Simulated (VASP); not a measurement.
# CoSi (P4/mmm) in VASP: single point with PBE

Aim: the single point of CoSi with PBE.

All numbers are computed with VASP 6.6.1; they aren't measurements. Logs are shortened: lines on timing, memory, paths and dates and some standing lists are left out, and cuts for length are marked.

## Step 1: The cell of the first run

The structure is tetragonal, space group P4/mmm (No. 123). The conventional cell has a = 2.617 Å, b = 2.617 Å, c = 3.136 Å, α = 90.00°, β = 90.00°, γ = 90.00°. Co (site symmetry 4/mmm) has 8 Si at 2.43 Å and 6 Co at 2.62 to 3.14 Å within 3.2 Å. Si (site symmetry 4/mmm) has 8 Co at 2.43 Å and 6 Si at 2.62 to 3.14 Å within 3.2 Å.

## Step 2: Single point, PBE, collinear spin, antiferromagnetic start

Contents of INCAR:

```
PREC = Accurate ; ENCUT = 520
EDIFF = 1E-7 ; ISMEAR = 0
SIGMA = 0.1 ; LREAL = False
LASPH = True ; NELM = 150
ALGO = Normal ; ISIF = 2
LWAVE = False ; LCHARG = False
ISPIN = 2 ; MAGMOM = 2 -2 0 0
LORBIT = 11 ; LMAXMIX = 4
GGA = PE ; NBANDS = 25
```

Contents of KPOINTS:

```
regular mesh
0
Gamma
  16 16 7
```

Contents of POSCAR:

```
CoSi
1.0
    2.6168231338      0.0000000000      0.0000000000
    0.0000000000      2.6168231338      0.0000000000
    0.0000000000      0.0000000000      6.2716474440
Co Si
2 2
Direct
    0.0000000000      1.0000000000      0.0000000000
    0.0000000000      1.0000000000      0.5000000000
    0.5000000000      0.5000000000      0.2500000000
    0.5000000000      0.5000000000      0.7500000000
```

Potentials or basis: VASP PAW PBE potentials, release 64 (Co, Si).

Command:

```console
$ cat potpaw_PBE.64/Co/POTCAR potpaw_PBE.64/Si/POTCAR > POTCAR
$ mpirun -np 1 vasp_std > vasp.out
```

OUTCAR:

```text
PREC = Accurate
   ENCUT = 520
   EDIFF = 1E-7
   ISMEAR = 0
   LREAL = False
   LASPH = True
   NELM = 150
   ISIF = 2
   ISPIN = 2
   LORBIT = 11
   GGA = PE

 ion  position               nearest neighbor table
   1  0.000  0.000  0.000-   3 2.43   4 2.43   3 2.43   4 2.43   3 2.43   4 2.43   3 2.43   4 2.43

   2  0.000  0.000  0.500-   3 2.43   4 2.43   3 2.43   4 2.43   3 2.43   4 2.43   3 2.43   4 2.43

   3  0.500  0.500  0.250-   1 2.43   2 2.43   1 2.43   2 2.43   1 2.43   2 2.43   1 2.43   2 2.43
                             4 3.14   4 3.14
   4  0.500  0.500  0.750-   1 2.43   2 2.43   1 2.43   2 2.43   1 2.43   2 2.43   1 2.43   2 2.43
                             3 3.14   3 3.14

  LATTYP: Found a simple tetragonal cell.
 ALAT       =     2.6168231338
 C/A-ratio  =     2.3966646286

  Lattice vectors:

 A1 = (   2.6168231338,   0.0000000000,   0.0000000000)
 A2 = (   0.0000000000,   2.6168231338,   0.0000000000)
 A3 = (   0.0000000000,   0.0000000000,   6.2716474440)

Analysis of symmetry for initial positions (statically):
=====================================================================
 Subroutine PRICEL returns following result:

  LATTYP: Found a simple tetragonal cell.
 ALAT       =     2.6168231338
 C/A-ratio  =     1.1983323143

  Lattice vectors:

 A1 = (   2.6168231338,   0.0000000000,   0.0000000000)
 A2 = (   0.0000000000,   2.6168231338,   0.0000000000)
 A3 = (   0.0000000000,   0.0000000000,   3.1358237220)

   2 primitive cells build up your supercell.

 Routine SETGRP: Setting up the symmetry group for a
 simple tetragonal supercell.

 Subroutine GETGRP returns: Found 16 space group operations
 (whereof 16 operations were pure point group operations)
 out of a pool of 16 trial point group operations.

The static configuration has the point symmetry D_4h.

Analysis of symmetry for dynamics (positions and initial velocities):
=====================================================================
 Subroutine PRICEL returns following result:

  LATTYP: Found a simple tetragonal cell.
 ALAT       =     2.6168231338
 C/A-ratio  =     1.1983323143

  Lattice vectors:

 A1 = (   2.6168231338,   0.0000000000,   0.0000000000)
 A2 = (   0.0000000000,   2.6168231338,   0.0000000000)
 A3 = (   0.0000000000,   0.0000000000,   3.1358237220)

   2 primitive cells build up your supercell.

 Routine SETGRP: Setting up the symmetry group for a
 simple tetragonal supercell.

 Subroutine GETGRP returns: Found 16 space group operations
 (whereof 16 operations were pure point group operations)
 out of a pool of 16 trial point group operations.

The dynamic configuration has the point symmetry D_4h.

Analysis of structural, dynamic, and magnetic symmetry:
=====================================================================
 Subroutine PRICEL returns following result:

  LATTYP: Found a simple tetragonal cell.
 ALAT       =     2.6168231338
 C/A-ratio  =     1.1983323143

  Lattice vectors:

 A1 = (   2.6168231338,   0.0000000000,   0.0000000000)
 A2 = (   0.0000000000,   2.6168231338,   0.0000000000)
 A3 = (   0.0000000000,   0.0000000000,   3.1358237220)

   2 primitive cells build up your supercell.

 Routine SETGRP: Setting up the symmetry group for a
 simple tetragonal supercell.

 Subroutine GETGRP returns: Found 16 space group operations
 (whereof 16 operations were pure point group operations)
 out of a pool of 16 trial point group operations.

The overall configuration has the point symmetry D_4h.

 Subroutine INISYM returns: Found 16 space group operations
 (whereof 16 operations are pure point group operations),
 and found     2 'primitive' translations

----------------------------------------------------------------------------------------

                                     Primitive cell

  volume of cell :      21.4734

  direct lattice vectors                    reciprocal lattice vectors
     2.616823134  0.000000000  0.000000000     0.382142754  0.000000000  0.000000000
     0.000000000  2.616823134  0.000000000     0.000000000  0.382142754  0.000000000
     0.000000000  0.000000000  3.135823722     0.000000000  0.000000000  0.318895476

  length of vectors
     2.616823134  2.616823134  3.135823722     0.382142754  0.382142754  0.318895476

  position of ions in fractional coordinates (direct lattice)
     0.000000000  0.000000000  0.000000000
     0.500000000  0.500000000  0.500000000

  ion indices of the primitive-cell ions
   primitive index   ion index
                 1           1
                 2           3

----------------------------------------------------------------------------------------

 KPOINTS: regular mesh

Automatic generation of k-mesh.
 Grid dimensions read from file:
 generate k-points for:   16   16    7

 Generating k-lattice:

  Cartesian coordinates                     Fractional coordinates (reciprocal lattice)
     0.023883922  0.000000000  0.000000000     0.062500000  0.000000000  0.000000000
     0.000000000  0.023883922  0.000000000     0.000000000  0.062500000  0.000000000
     0.000000000  0.000000000  0.022778248     0.000000000  0.000000000  0.142857143

  Length of vectors
     0.023883922  0.023883922  0.022778248

  Shift w.r.t. Gamma in fractional coordinates (k-lattice)
     0.000000000  0.000000000  0.000000000

 Subroutine IBZKPT returns following result:
 ===========================================

 Found    180 irreducible k-points:

 Following reciprocal coordinates:
            Coordinates               Weight
  0.000000  0.000000  0.000000      1.000000
  0.062500  0.000000  0.000000      4.000000
  0.125000  0.000000  0.000000      4.000000
  0.187500  0.000000  0.000000      4.000000
  0.250000  0.000000  0.000000      4.000000
  0.312500  0.000000  0.000000      4.000000
[... 16 lines left out ...]
  0.437500  0.125000  0.000000      8.000000
  0.500000  0.125000  0.000000      4.000000
 [... further k-points ...]
   k-points           NKPTS =    180   k-points in BZ     NKDIM =    180   number of bands    NBANDS=     25
   number of dos      NEDOS =    301   number of ions     NIONS =      4
   total plane-waves  NPLWV =  19200
   dimension x,y,z NGX =    20 NGY =   20 NGZ =   48
   dimension x,y,z NGXF=    40 NGYF=   40 NGZF=   96
   ions per type =               2   2
   NGX,Y,Z   is equivalent  to a cutoff of  12.71, 12.71, 12.72 a.u.
   NGXF,Y,Z  is equivalent  to a cutoff of  25.41, 25.41, 25.45 a.u.
 SYSTEM =  unknown system
   PREC   = accura    normal or accurate (medium, high low for compatibility)
   ISTART =      0    job   : 0-new  1-cont  2-samecut
   ICHARG =      2    charge: 1-file 2-atom 10-const
   ISPIN  =      2    spin polarized calculation?
   LNONCOLLINEAR =      F non collinear calculations
   LSORBIT =      F    spin-orbit coupling
   LASPH  =      T    aspherical Exc in radial PAW
   ENCUT  =  520.0 eV  38.22 Ry    6.18 a.u.   4.87  4.87 11.66*2*pi/ulx,y,z
   NELM   =    150;   NELMIN=  2; NELMDL= -5     # of ELM steps
   EDIFF  = 0.1E-06   stopping-criterion for ELM
   LREAL  =      F    real-space projection
   EDIFFG = 0.1E-05   stopping-criterion for IOM
   NSW    =      0    number of steps for IOM
   IBRION =     -1    ionic relax: 0-MD 1-quasi-New 2-CG
   NFREE  =      0    steps in history (QN), initial steepest desc. (CG)
   ISIF   =      2    stress and relaxation
   ISYM   =      2    0-nonsym 1-usesym 2-fastsym
   POTIM  = 0.5000    time-step for ionic-motion
   TEBEG  =    0.0;   TEEND  =   0.0 temperature during run
   PSTRESS=    0.0 pullay stress
   NELECT =      26.0000    total number of electrons
   NUPDOWN=      -1.0000    fix difference up-down
   EMIN   =  10.00;   EMAX   =-10.00  energy-range for DOS
   EFERMI =   0.00;   METHOD = LEGACY
   ISMEAR =     0;   SIGMA  =   0.10  broadening in eV -4-tet -1-fermi 0-gaus
   EFERMI_NEDOS =   21; number of points for ismear=-14 and -15
   IALGO  =     38    algorithm
   IMIX   =      4    mixing-type and parameters
     AMIX     =   0.40;   BMIX     =  1.00
     AMIX_MAG =   1.60;   BMIX_MAG =  1.00
  volume/ion in A,a.u.               =      10.74        72.45
  Fermi-wavevector in a.u.,A,eV,Ry     =   1.384913  2.617106 26.095756  1.917984
  Thomas-Fermi vector in A             =   2.509373
   LORBIT       =     11    0 simple, 1 ext, 2 COOP (PROOUT), +10 PAW based schemes
   GGA     = PE    functional components
   LHFCALC =     F    Hartree Fock is set to
   AEXX    =    0.0000 exact exchange contribution
   IVDW    =     0    specifies the selected vdW correction
   LEPSILON=     F    determine dielectric tensor
   LRPA    =     F    only Hartree local field effects (RPA)
 spin polarized calculation
 Gauss-broadening in eV      SIGMA  =   0.10
  energy-cutoff  :      520.00
  volume of cell :       42.95
 maximum number of plane-waves:      1188
 NGX is ok and might be reduce to    20
   NGX =  9   NGY =  9   NGZ = 23

 number of electron      25.9999989 magnetization       0.0000000

 number of electron      25.9999989 magnetization      -0.0000000

 Free energy of the ion-electron system (eV)
  ---------------------------------------------------
  ext. energy  EPLUGINS =         0.00000000
  ---------------------------------------------------
  free energy    TOTEN  =       -26.55311991 eV

  energy without entropy =      -26.53730376  energy(sigma->0) =      -26.54521184

 E-fermi :  12.8140     XC(G=0): -12.9516

 val. band max:       12.8118383880   @ k =   0.3750   0.0625   0.4286
 cond. band min:      12.8161411964   @ k =   0.5000   0.4375   0.4286
 fundamental gap:      0.0043028084
 Fermi energy:        12.8139559926

 spin component 1

 k-point     1 :       0.0000    0.0000    0.0000
  band No.  band energies     occupation
      1      -1.4798      1.00000
      2       1.0604      1.00000
      3       3.8218      1.00000
      4       8.7604      1.00000
      5       9.1460      1.00000
      6       9.5483      1.00000
[... 17 lines left out ...]
     24      24.7700      0.00000
     25      26.2273      0.00000

 k-point     2 :       0.0625    0.0000    0.0000
  band No.  band energies     occupation
      1      -1.3946      1.00000
      2       1.1264      1.00000
      3       3.9097      1.00000
      4       8.7936      1.00000
      5       9.1440      1.00000
      6       9.5728      1.00000
[... 17 lines left out ...]
     24      25.3069      0.00000
     25      26.6214      0.00000
[... 586 lines left out ...]
     24      25.3478      0.00000
     25      25.5669      0.00000

 k-point    24 :       0.5000    0.1250    0.0000
  band No.  band energies     occupation
      1       3.4439      1.00000
      2       4.3446      1.00000
      3       4.4786      1.00000
      4       6.6894      1.00000
      5       7.8972      1.00000
      6       9.1949      1.00000
[... 17 lines left out ...]
     24      25.3748      0.00000
     25      25.5783      0.00000

 [... further k-points ...]

 spin component 2

 k-point     1 :       0.0000    0.0000    0.0000
  band No.  band energies     occupation
      1      -1.4798      1.00000
      2       1.0604      1.00000
      3       3.8218      1.00000
      4       8.7604      1.00000
      5       9.1460      1.00000
      6       9.5483      1.00000
[... 17 lines left out ...]
     24      24.7700      0.00000
     25      26.2273      0.00000

 k-point     2 :       0.0625    0.0000    0.0000
  band No.  band energies     occupation
      1      -1.3946      1.00000
      2       1.1264      1.00000
      3       3.9097      1.00000
      4       8.7936      1.00000
      5       9.1440      1.00000
      6       9.5728      1.00000
[... 17 lines left out ...]
     24      25.3069      0.00000
     25      26.6214      0.00000
[... 586 lines left out ...]
     24      25.3478      0.00000
     25      25.5669      0.00000

 k-point    24 :       0.5000    0.1250    0.0000
  band No.  band energies     occupation
      1       3.4439      1.00000
      2       4.3446      1.00000
      3       4.4786      1.00000
      4       6.6894      1.00000
      5       7.8972      1.00000
      6       9.1949      1.00000
[... 17 lines left out ...]
     24      25.3748      0.00000
     25      25.5783      0.00000

 [... further k-points ...]

------------------------ aborting loop because EDIFF is reached ----------------------------------------

  FORCE on cell =-STRESS in cart. coord.  units (eV):
  Direction    XX          YY          ZZ          XY          YZ          ZX
  --------------------------------------------------------------------------------------
  -------------------------------------------------------------------------------------
  Total       -0.0045961     -0.0045961     -0.0566819      0.0000000     -0.0000000     -0.0000000
  in kB       -0.1714613     -0.1714613     -2.1145842      0.0000000     -0.0000000     -0.0000000
  external PRESSURE =      -0.8191689 kB  Pullay stress =       0.0000000 kB

 VOLUME and BASIS-vectors are now :
 -----------------------------------------------------------------------------
  energy-cutoff  :      520.00
  volume of cell :       42.95
      direct lattice vectors                 reciprocal lattice vectors
     2.616823134  0.000000000  0.000000000     0.382142754  0.000000000  0.000000000
     0.000000000  2.616823134  0.000000000     0.000000000  0.382142754  0.000000000
     0.000000000  0.000000000  6.271647444     0.000000000  0.000000000  0.159447738

 POSITION                                       TOTAL-FORCE (eV/Angst)
 -----------------------------------------------------------------------------------
      0.00000      0.00000      0.00000        -0.000000      0.000000     -0.000000
      0.00000      0.00000      3.13582        -0.000000      0.000000     -0.000000
      1.30841      1.30841      1.56791         0.000000     -0.000000      0.000000
      1.30841      1.30841      4.70374         0.000000     -0.000000      0.000000
 -----------------------------------------------------------------------------------
    total drift:                                0.000000      0.000000      0.000000

  FREE ENERGIE OF THE ION-ELECTRON SYSTEM (eV)
  ---------------------------------------------------
  free  energy   TOTEN  =       -26.5531199099 eV

  energy  without entropy=      -26.5373037622  energy(sigma->0) =      -26.54521184

 total charge

# of ion       s       p       d       tot
------------------------------------------
    1        0.445   0.591   7.567   8.603
    2        0.445   0.591   7.567   8.603
    3        0.703   0.876   0.000   1.579
    4        0.703   0.876   0.000   1.579
--------------------------------------------------
tot          2.297   2.934  15.133  20.365

 magnetization (x)

# of ion       s       p       d       tot
------------------------------------------
    1       -0.000  -0.000   0.000   0.000
    2        0.000   0.000  -0.000  -0.000
    3        0.000   0.000   0.000   0.000
    4        0.000   0.000   0.000   0.000
--------------------------------------------------
tot          0.000   0.000   0.000   0.000
```

Run time: 3.9 min. Hardware: 1 thread of Intel Xeon 6975P-C (Granite Rapids), shared host; peak memory 0.37 GiB.

Results:

- Free energy: -26.5531 eV
- Pressure: -0.1 GPa
- Band gap on the k mesh: zero (filled and empty bands overlap)
- Net moment: 0.00 μB per cell
- Valence electrons inside the program's atomic spheres: Co 8.60; Si 1.58

Caveat: the starting moments collapsed, and a magnetic state may lie lower.
